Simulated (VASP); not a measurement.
# Y (P6_3/mmc) in VASP: single point with PBEsol

Aim: the single point of Y with PBEsol.

All numbers are computed with VASP 6.6.1; they aren't measurements. Logs are shortened: lines on timing, memory, paths and dates and some standing lists are left out, and cuts for length are marked.

### Step 1. The cell of the first run

The structure is hexagonal, space group P6_3/mmc (No. 194). Conventional cell: a = 3.651 Å, b = 3.651 Å, c = 5.747 Å, α = 90.00°, β = 90.00°, γ = 120.00°. Y (site symmetry -6m2) has 12 Y at 3.56 to 3.65 Å within 4.7 Å.

### Step 2. Single point, PBEsol

INCAR

```
ALGO     = Fast           # electronic algorithm
EDIFF    = 1E-6           # SCF threshold, eV
ENCUT    = 520            # plane-wave cutoff, eV
GGA      = PS             # functional
ISIF     = 2              # what is computed and relaxed
ISMEAR   = 0              # smearing method
LASPH    = True           # aspherical terms in the spheres
LCHARG   = False          # write CHGCAR
LREAL    = False          # projectors in reciprocal space
LWAVE    = False          # write WAVECAR
NBANDS   = 18             # bands
NELM     = 60             # most SCF steps
PREC     = Accurate       # precision mode
SIGMA    = 0.15           # smearing width, eV
```

KPOINTS

```
k-points
0
Gamma
  18 18 8
```

POSCAR

```
Y
1.0
    3.6514992371      0.0000000000      0.0000000000
   -1.8257496185      3.1622911012      0.0000000000
    0.0000000000      0.0000000000      5.7474000000
Y
2
Direct
    0.3333333333      0.6666666667      0.2500000000
    0.6666666667      0.3333333333      0.7500000000
```

Potentials or basis: VASP PAW PBE potentials, release 64 (Y_sv).

The run is started by

```bash
$ cat potpaw_PBE.64/Y_sv/POTCAR > POTCAR
$ mpirun -np 1 vasp_std > vasp.out
```

OUTCAR:

```text
EDIFF = 1E-6
   ENCUT = 520
   GGA = PS
   ISIF = 2
   ISMEAR = 0
   LASPH = True
   LREAL = False
   NELM = 60
   PREC = Accurate

 ion  position               nearest neighbor table
   1  0.333  0.667  0.250-   2 3.56   2 3.56   2 3.56   2 3.56   2 3.56   2 3.56
   2  0.667  0.333  0.750-   1 3.56   1 3.56   1 3.56   1 3.56   1 3.56   1 3.56

  LATTYP: Found a hexagonal cell.
 ALAT       =     3.6514992371
 C/A-ratio  =     1.5739836234

  Lattice vectors:

 A1 = (   3.6514992371,   0.0000000000,   0.0000000000)
 A2 = (  -1.8257496185,   3.1622911012,   0.0000000000)
 A3 = (   0.0000000000,   0.0000000000,   5.7474000000)

Analysis of symmetry for initial positions (statically):
=====================================================================
 Subroutine PRICEL returns:
 Original cell was already a primitive cell.

 Routine SETGRP: Setting up the symmetry group for a
 hexagonal supercell.

 Subroutine GETGRP returns: Found 24 space group operations
 (whereof 12 operations were pure point group operations)
 out of a pool of 24 trial point group operations.

The static configuration has the point symmetry D_3d.
 The point group associated with its full space group is D_6h.

Analysis of symmetry for dynamics (positions and initial velocities):
=====================================================================
 Subroutine PRICEL returns:
 Original cell was already a primitive cell.

 Routine SETGRP: Setting up the symmetry group for a
 hexagonal supercell.

 Subroutine GETGRP returns: Found 24 space group operations
 (whereof 12 operations were pure point group operations)
 out of a pool of 24 trial point group operations.

The dynamic configuration has the point symmetry D_3d.
 The point group associated with its full space group is D_6h.

 Subroutine INISYM returns: Found 24 space group operations
 (whereof 12 operations are pure point group operations),
 and found     1 'primitive' translations

----------------------------------------------------------------------------------------

                                     Primitive cell

  volume of cell :      66.3658

  direct lattice vectors                    reciprocal lattice vectors
     3.651499237  0.000000000  0.000000000     0.273860115  0.158113211  0.000000000
    -1.825749618  3.162291101  0.000000000     0.000000000  0.316226422  0.000000000
     0.000000000  0.000000000  5.747400000     0.000000000  0.000000000  0.173991718

  length of vectors
     3.651499237  3.651499237  5.747400000     0.316226422  0.316226422  0.173991718

  position of ions in fractional coordinates (direct lattice)
     0.333333333  0.666666667  0.250000000
     0.666666667  0.333333333  0.750000000

  ion indices of the primitive-cell ions
   primitive index   ion index
                 1           1
                 2           2

----------------------------------------------------------------------------------------

 KPOINTS: k-points

Automatic generation of k-mesh.
 Grid dimensions read from file:
 generate k-points for:   18   18    8

 Generating k-lattice:

  Cartesian coordinates                     Fractional coordinates (reciprocal lattice)
     0.015214451  0.008784067  0.000000000     0.055555556  0.000000000  0.000000000
     0.000000000  0.017568135  0.000000000     0.000000000  0.055555556  0.000000000
     0.000000000  0.000000000  0.021748965     0.000000000  0.000000000  0.125000000

  Length of vectors
     0.017568135  0.017568135  0.021748965

  Shift w.r.t. Gamma in fractional coordinates (k-lattice)
     0.000000000  0.000000000  0.000000000

 Subroutine IBZKPT returns following result:
 ===========================================

 Found    185 irreducible k-points:

 Following reciprocal coordinates:
            Coordinates               Weight
  0.000000  0.000000  0.000000      1.000000
  0.055556 -0.000000  0.000000      6.000000
  0.111111 -0.000000  0.000000      6.000000
  0.166667  0.000000  0.000000      6.000000
  0.222222  0.000000  0.000000      6.000000
  0.277778 -0.000000  0.000000      6.000000
[... 16 lines left out ...]
  0.333333  0.111111  0.000000     12.000000
  0.388889  0.111111  0.000000     12.000000
 [... further k-points ...]
   k-points           NKPTS =    185   k-points in BZ     NKDIM =    185   number of bands    NBANDS=     18
   number of dos      NEDOS =    301   number of ions     NIONS =      2
   total plane-waves  NPLWV =  37632
   dimension x,y,z NGX =    28 NGY =   28 NGZ =   48
   dimension x,y,z NGXF=    56 NGYF=   56 NGZF=   96
   ions per type =               2
   NGX,Y,Z   is equivalent  to a cutoff of  12.75, 12.75, 13.88 a.u.
   NGXF,Y,Z  is equivalent  to a cutoff of  25.50, 25.50, 27.77 a.u.
 SYSTEM =  unknown system
   PREC   = accura    normal or accurate (medium, high low for compatibility)
   ISTART =      0    job   : 0-new  1-cont  2-samecut
   ICHARG =      2    charge: 1-file 2-atom 10-const
   ISPIN  =      1    spin polarized calculation?
   LNONCOLLINEAR =      F non collinear calculations
   LSORBIT =      F    spin-orbit coupling
   LASPH  =      T    aspherical Exc in radial PAW
   ENCUT  =  520.0 eV  38.22 Ry    6.18 a.u.   6.79  6.79 10.69*2*pi/ulx,y,z
   NELM   =     60;   NELMIN=  2; NELMDL= -5     # of ELM steps
   EDIFF  = 0.1E-05   stopping-criterion for ELM
   LREAL  =      F    real-space projection
[... 7 lines left out ...]
   TEBEG  =    0.0;   TEEND  =   0.0 temperature during run
   PSTRESS=    0.0 pullay stress
   NELECT =      22.0000    total number of electrons
   NUPDOWN=      -1.0000    fix difference up-down
   EMIN   =  10.00;   EMAX   =-10.00  energy-range for DOS
   EFERMI =   0.00;   METHOD = LEGACY
   ISMEAR =     0;   SIGMA  =   0.15  broadening in eV -4-tet -1-fermi 0-gaus
   EFERMI_NEDOS =   21; number of points for ismear=-14 and -15
   IALGO  =     68    algorithm
   IMIX   =      4    mixing-type and parameters
     AMIX     =   0.40;   BMIX     =  1.00
     AMIX_MAG =   1.60;   BMIX_MAG =  1.00
  volume/ion in A,a.u.               =      33.18       223.93
  Fermi-wavevector in a.u.,A,eV,Ry     =   1.133011  2.141081 17.465997  1.283715
  Thomas-Fermi vector in A             =   2.269713
   LORBIT       =      0    0 simple, 1 ext, 2 COOP (PROOUT), +10 PAW based schemes
   GGA     = PS    functional components
   LHFCALC =     F    Hartree Fock is set to
   AEXX    =    0.0000 exact exchange contribution
   IVDW    =     0    specifies the selected vdW correction
   LEPSILON=     F    determine dielectric tensor
   LRPA    =     F    only Hartree local field effects (RPA)
 non-spin polarized calculation
 RMM-DIIS sequential band-by-band and
 Gauss-broadening in eV      SIGMA  =   0.15
  energy-cutoff  :      520.00
  volume of cell :       66.37
 maximum number of plane-waves:      1818
 NGX is ok and might be reduce to    28
   NGX = 13   NGY = 13   NGZ = 21

 number of electron      22.0000001 magnetization

 Free energy of the ion-electron system (eV)
  ---------------------------------------------------
  ext. energy  EPLUGINS =         0.00000000
  ---------------------------------------------------
  free energy    TOTEN  =       -13.62985156 eV

  energy without entropy =      -13.58461130  energy(sigma->0) =      -13.60723143

 E-fermi :   2.8357     XC(G=0):  -9.4937

 val. band max:        2.8282878680   @ k =   0.2778   0.1111   0.0000
 cond. band min:       2.8446607931   @ k =   0.1667   0.0556   0.2500
 fundamental gap:      0.0163729251
 Fermi energy:         2.8357375848

 k-point     1 :       0.0000    0.0000    0.0000
  band No.  band energies     occupation
      1     -39.7869      2.00000
      2     -39.7169      2.00000
      3     -20.0710      2.00000
      4     -19.6080      2.00000
      5     -19.6080      2.00000
      6     -19.5220      2.00000
[... 10 lines left out ...]
     17       5.6069      0.00000
     18       5.6069      0.00000

 k-point     2 :       0.0556   -0.0000    0.0000
  band No.  band energies     occupation
      1     -39.7854      2.00000
      2     -39.7163      2.00000
      3     -20.0656      2.00000
      4     -19.6191      2.00000
      5     -19.6118      2.00000
      6     -19.5337      2.00000
[... 10 lines left out ...]
     17       5.5123      0.00000
     18       5.5424      0.00000

 k-point     3 :       0.1111   -0.0000    0.0000
  band No.  band energies     occupation
      1     -39.7810      2.00000
      2     -39.7148      2.00000
      3     -20.0498      2.00000
      4     -19.6510      2.00000
      5     -19.6225      2.00000
      6     -19.5670      2.00000
[... 10 lines left out ...]
     17       5.3758      0.00000
     18       5.3886      0.00000

 k-point     4 :       0.1667    0.0000    0.0000
  band No.  band energies     occupation
      1     -39.7742      2.00000
      2     -39.7125      2.00000
      3     -20.0246      2.00000
      4     -19.7000      2.00000
      5     -19.6385      2.00000
      6     -19.6170      2.00000
[... 10 lines left out ...]
     17       5.4877      0.00000
     18       5.6650      0.00000

 k-point     5 :       0.2222    0.0000    0.0000
  band No.  band energies     occupation
      1     -39.7656      2.00000
      2     -39.7100      2.00000
      3     -19.9914      2.00000
      4     -19.7604      2.00000
      5     -19.6768      2.00000
      6     -19.6575      2.00000
[... 10 lines left out ...]
     17       5.8028      0.00000
     18       6.0355      0.00000

 k-point     6 :       0.2778   -0.0000    0.0000
  band No.  band energies     occupation
      1     -39.7560      2.00000
      2     -39.7077      2.00000
      3     -19.9526      2.00000
      4     -19.8247      2.00000
      5     -19.7385      2.00000
      6     -19.6772      2.00000
[... 307 lines left out ...]
 k-point    21 :       0.2222    0.1111    0.0000
  band No.  band energies     occupation
      1     -39.7530      2.00000
      2     -39.7071      2.00000
      3     -19.9399      2.00000
      4     -19.8220      2.00000
      5     -19.7724      2.00000
      6     -19.6725      2.00000
[... 10 lines left out ...]
     17       6.2487      0.00000
     18       6.8336      0.00000

 k-point    22 :       0.2778    0.1111    0.0000
  band No.  band energies     occupation
      1     -39.7437      2.00000
      2     -39.7058      2.00000
      3     -19.8991      2.00000
      4     -19.8785      2.00000
      5     -19.8103      2.00000
      6     -19.7016      2.00000
[... 10 lines left out ...]
     17       6.7894      0.00000
     18       7.3595      0.00000

 k-point    23 :       0.3333    0.1111    0.0000
  band No.  band energies     occupation
      1     -39.7354      2.00000
      2     -39.7056      2.00000
      3     -19.9247      2.00000
      4     -19.8594      2.00000
      5     -19.8406      2.00000
      6     -19.7250      2.00000
[... 10 lines left out ...]
     17       7.2880      0.00000
     18       7.8995      0.00000

 k-point    24 :       0.3889    0.1111    0.0000
  band No.  band energies     occupation
      1     -39.7292      2.00000
      2     -39.7062      2.00000
      3     -19.9547      2.00000
      4     -19.8604      2.00000
      5     -19.8273      2.00000
      6     -19.7402      2.00000
[... 10 lines left out ...]
     17       7.6556      0.00000
     18       8.1231      0.00000

 [... further k-points ...]
[... 5 lines left out ...]
  --------------------------------------------------------------------------------------
  -------------------------------------------------------------------------------------
  Total       -0.8728624     -0.8728624     -1.1737217     -0.0000000     -0.0000000      0.0000000
  in kB      -21.0722963    -21.0722963    -28.3355221     -0.0000000     -0.0000000      0.0000000
  external PRESSURE =     -23.4933716 kB  Pullay stress =       0.0000000 kB

 VOLUME and BASIS-vectors are now :
 -----------------------------------------------------------------------------
  energy-cutoff  :      520.00
  volume of cell :       66.37
      direct lattice vectors                 reciprocal lattice vectors
     3.651499237  0.000000000  0.000000000     0.273860115  0.158113211  0.000000000
    -1.825749618  3.162291101  0.000000000     0.000000000  0.316226422  0.000000000
     0.000000000  0.000000000  5.747400000     0.000000000  0.000000000  0.173991718

 POSITION                                       TOTAL-FORCE (eV/Angst)
 -----------------------------------------------------------------------------------
     -0.00000      2.10819      1.43685        -0.000000      0.000000      0.000000
      1.82575      1.05410      4.31055         0.000000     -0.000000      0.000000
 -----------------------------------------------------------------------------------
    total drift:                                0.000000     -0.000000      0.000000

  FREE ENERGIE OF THE ION-ELECTRON SYSTEM (eV)
  ---------------------------------------------------
  free  energy   TOTEN  =       -13.6298515577 eV

  energy  without entropy=      -13.5846113048  energy(sigma->0) =      -13.60723143
```

Wall time 6.6 min (1 thread of Oxide Virtual Turin-like, shared host); peak memory 0.31 GiB.

What came out:

* Free energy: -13.6299 eV
* Pressure: -2.3 GPa
* Band gap on the k mesh: zero (band 11 reaches 3.76 eV, above the bottom of band 12 at 2.37 eV)

Stress tensor (GPa, compression positive):
```
-2.11  0.00  0.00
 0.00 -2.11  0.00
 0.00  0.00 -2.83
```

Caveat: the PAW data sets were made with another functional, which shifts forces and pressure a little.
